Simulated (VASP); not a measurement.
A run of VASP 6.6.1:

Contents of INCAR:

```
SYSTEM = RbP2
PREC = Accurate
ENCUT = 600
EDIFF = 1E-6
ISMEAR = 0
SIGMA = 0.1
LREAL = .False.
LASPH = .True.
NELM = 80
ALGO = Normal
ISIF = 3
LWAVE = .False.
LCHARG = .False.
GGA = PE
IBRION = 2
NSW = 90
EDIFFG = -0.04
```

KPOINTS

```
regular mesh
0
Gamma
  4 4 4
  0 0 0
```

The input POSCAR:

```
RbP2
1.0
    0.0000000000      3.3309169290      3.3309169290
    3.3309169290      0.0000000000      3.3309169290
    3.3309169290      3.3309169290      0.0000000000
Rb P
1 2
Direct
    0.0000000000      0.0000000000      0.0000000000
    0.2500000000      0.2500000000      0.2500000000
    0.7500000000      0.7500000000      0.7500000000
```

Potentials or basis: VASP PAW PBE potentials, release 64 (Rb_sv, P).

Run with:

```console
$ cat potpaw_PBE.64/Rb_sv/POTCAR potpaw_PBE.64/P/POTCAR > POTCAR
$ mpirun -np 1 vasp_std > vasp.out
```

Hardware: 1 thread of Intel(R) Xeon(R) Platinum 8488C (Sapphire Rapids), on a shared host.

Q: How long does it take, and how much memory?

A: Wall time 57 s on 1 thread of Intel(R) Xeon(R) Platinum 8488C (Sapphire Rapids), on a shared host, peak memory 0.24 GiB. Counts: scf iterations 40, k points 8, ion steps 4.
